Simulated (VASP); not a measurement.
# PbO (P4/nmm) in VASP: notebook, part 2 of 2

VASP 6.6.1. The steps go on from the part before.

## 6. Relaxation of cell and atoms, PBE

This run uses another cell than the first one, of 19.94 Å³/atom.

Contents of POSCAR:

```
PbO
1.0
    3.9900000000      0.0000000000      0.0000000000
    0.0000000000      3.9900000000      0.0000000000
    0.0000000000      0.0000000000      5.0100000000
Pb O
2 2
Direct
    0.5000000000      0.0000000000      0.7600000000
    0.0000000000      0.5000000000      0.2400000000
    0.5000000000      0.5000000000      0.0000000000
    0.0000000000      0.0000000000      0.0000000000
```

Contents of INCAR.step1:

```
GGA      = PE             # functional
ISMEAR   = 0              # smearing method
SIGMA    = 0.03           # smearing width, eV
LWAVE    = False          # write WAVECAR
LCHARG   = False          # write CHGCAR
NSW      = 80             # ionic steps
PREC     = Accurate       # precision mode
LASPH    = True           # aspherical terms in the spheres
LREAL    = False          # projectors in reciprocal space
ALGO     = Normal         # electronic algorithm
EDIFF    = 1E-7           # SCF threshold, eV
NELM     = 120            # most SCF steps
GGA_COMPAT= False        
IBRION   = 2              # ionic algorithm
ISIF     = 3              # what is computed and relaxed
EDIFFG   = -0.002         # ionic threshold
NELMIN   = 4            
ENCUT    = 840            # plane-wave cutoff, eV
EFERMI   = MIDGAP       
KPAR     = 4            
POTIM    = 0.5            # step
```

Contents of INCAR.step4:

```
GGA      = PE             # functional
ISMEAR   = 0              # smearing method
SIGMA    = 0.03           # smearing width, eV
LWAVE    = False          # write WAVECAR
LCHARG   = False          # write CHGCAR
PREC     = Accurate       # precision mode
LASPH    = True           # aspherical terms in the spheres
LREAL    = False          # projectors in reciprocal space
ALGO     = Normal         # electronic algorithm
EDIFF    = 1E-7           # SCF threshold, eV
NELM     = 120            # most SCF steps
GGA_COMPAT= False        
ISIF     = 2              # what is computed and relaxed
ENCUT    = 840            # plane-wave cutoff, eV
EFERMI   = MIDGAP       
KPAR     = 4
```

Contents of KPOINTS:

```
Automatic mesh
0
Gamma
  7 7 6
  0 0 0
```

Potentials or basis: VASP PAW PBE potentials, release 64 (Pb_d, O).

Started as:

```bash
cat potpaw_PBE.64/Pb_d/POTCAR potpaw_PBE.64/O/POTCAR > POTCAR
cp INCAR.step1 INCAR
cp POSCAR.step1 POSCAR
mpirun -np 4 vasp_std > vasp.out
cp CONTCAR POSCAR
mpirun -np 4 vasp_std > vasp.out
cp CONTCAR POSCAR
mpirun -np 4 vasp_std > vasp.out
cp CONTCAR POSCAR
cp INCAR.step4 INCAR
mpirun -np 4 vasp_std > vasp.out
```

Run time: 10 min. Hardware: 4 MPI ranks of Intel Xeon 6975P-C (Granite Rapids), shared host; peak memory 0.4 GiB.

It converged, with:

| Property | Result |
| --- | --- |
| Free energy | -21.5289 eV |
| Relaxed volume | 23.04 Å³/atom |
| Relaxed cell | a = 4.059 Å, b = 4.059 Å, c = 5.594 Å, α = 90.00°, β = 90.00°, γ = 90.00° |
| Space group after relaxing (to 0.1 Å) | P4/nmm (No. 129) |
| Energy gained by relaxing | 20.0 meV/atom |
| Ionic steps | 45 |
| Pressure after relaxing | 0.0 GPa |
| Band gap on the k mesh | 1.81 eV (least direct gap 1.90 eV) |

Step by step:
| step | energy change (eV) | largest force (eV/Å) | pressure (GPa) | volume (Å³) |
| --- | --- | --- | --- | --- |
| 1 | 0.0000 | 0.0221 | 3.12 | 79.76 |
| 3 | -0.0296 | 0.4344 | -0.01 | 82.80 |
| 5 | -0.0497 | 0.0144 | 0.16 | 84.99 |
| 7 | -0.0635 | 0.0503 | -0.23 | 87.41 |
| 9 | -0.0721 | 0.1479 | 0.60 | 90.51 |
| 11 | -0.0737 | 0.0160 | 0.04 | 90.79 |
| 13 | -0.0737 | 0.0013 | 0.04 | 90.82 |
| 15 | -0.0737 | 0.0008 | 0.04 | 90.82 |
| 17 | -0.0737 | 0.0137 | -0.03 | 90.92 |
| 19 | -0.0737 | 0.0069 | 0.00 | 90.87 |
| 21 | -0.0737 | 0.0022 | 0.01 | 90.95 |
| 23 | -0.0737 | 0.0025 | -0.02 | 91.03 |
| 25 | -0.0737 | 0.0001 | 0.00 | 91.07 |
| 27 | -0.0738 | 0.0002 | 0.00 | 91.16 |
| 29 | -0.0796 | 0.0199 | -0.03 | 91.29 |
| 31 | -0.0796 | 0.0125 | 0.00 | 91.31 |
| 33 | -0.0798 | 0.0172 | 0.07 | 91.69 |
| 35 | -0.0798 | 0.0276 | 0.09 | 91.83 |
| 37 | -0.0797 | 0.0242 | 0.06 | 91.92 |
| 39 | -0.0798 | 0.0090 | -0.04 | 92.31 |
| 41 | -0.0798 | 0.0120 | -0.01 | 92.23 |
| 43 | -0.0798 | 0.0065 | -0.02 | 92.20 |
| 45 | -0.0800 | 0.0013 | 0.00 | 92.15 |

Final structure:
```xyz
4
Lattice="4.0588 0.0000 0.0000 0.0000 4.0588 0.0000 0.0000 0.0000 5.5939" Properties=species:S:1:pos:R:3 pbc="T T T"
Pb    2.0294    0.0000    4.4027
Pb    0.0000    2.0294    1.1912
O     2.0294    2.0294    0.0000
O     0.0000    0.0000    0.0000
```

Levels at points of the mesh, in eV from the valence-band top:
```csv
k point,band 18,band 19,band 20,band 21,band 22,band 23
"(0.00, 0.00, 0.00)",-1.43,-1.43,0.00,1.90,4.49,5.97
"(0.00, 0.00, 0.50)",-1.45,-1.45,-0.74,1.82,4.28,4.53
```

Caveat: the volume moved by over 15 % at a fixed basis, so the end points are rough; spin-orbit coupling is left out, which moves the levels of the heavy elements; an odd mesh through Γ misses points on the zone boundary, where band edges can lie. PBE usually gives volumes a little too large and moduli too small.

## 7. Summary

| task | level | cell | cutoff (eV) | smearing | dipole correction | tolerance level | purpose | passes | gap on the mesh (eV) | pressure (GPa) | relaxed volume (Å³/atom) | largest force (eV/Å) |
| --- | --- | --- | --- | --- | --- | --- | --- | --- | --- | --- | --- | --- |
| single point | PBE+D3(BJ) | a = 4.034, b = 4.034, c = 4.994 Å, 4 atoms | 600 | fermi-dirac 0.05 eV | no | - | - | - | 1.53 | 0.0 | - | 0.04 |
| single point | PBE+D4 | a = 4.036, b = 4.036, c = 4.956 Å, 4 atoms | 600 | fermi-dirac 0.05 eV | no | - | - | - | 1.51 | 0.0 | - | 0.04 |
| relaxation of cell and atoms | BLYP | relaxed from a = 3.990, b = 3.990, c = 5.010 Å, 4 atoms | 600 | fermi-dirac 0.05 eV | no | - | - | - | 1.77 | 0.0 | 25.16 | - |
| relaxation of cell and atoms | PBE+D3(BJ) | relaxed from a = 3.990, b = 3.990, c = 5.010 Å, 4 atoms | 600 | fermi-dirac 0.05 eV | no | - | - | - | 1.52 | 0.0 | 20.29 | 0.01 |
| relaxation of cell and atoms | PBE | relaxed from a = 3.990, b = 3.990, c = 5.010 Å, 4 atoms | 840 | gaussian 0.03 eV | - | standard | cell | 3 | 1.81 | 0.0 | 23.04 | - |

Alike in all rows: potentials or basis VASP PAW PBE potentials, release 64 (Pb_d, O); no spin polarisation; k mesh 7 × 7 × 6.

Caveats: spin-orbit coupling is left out, which moves the levels of the heavy elements; an odd mesh through Γ misses points on the zone boundary, where band edges can lie; the volume moved by over 15 % at a fixed basis, so the end points are rough (at least some runs); the PAW data sets were made with another functional, which shifts forces and pressure a little (at least some runs).

Absolute energies hang on the potentials; compare differences alone.
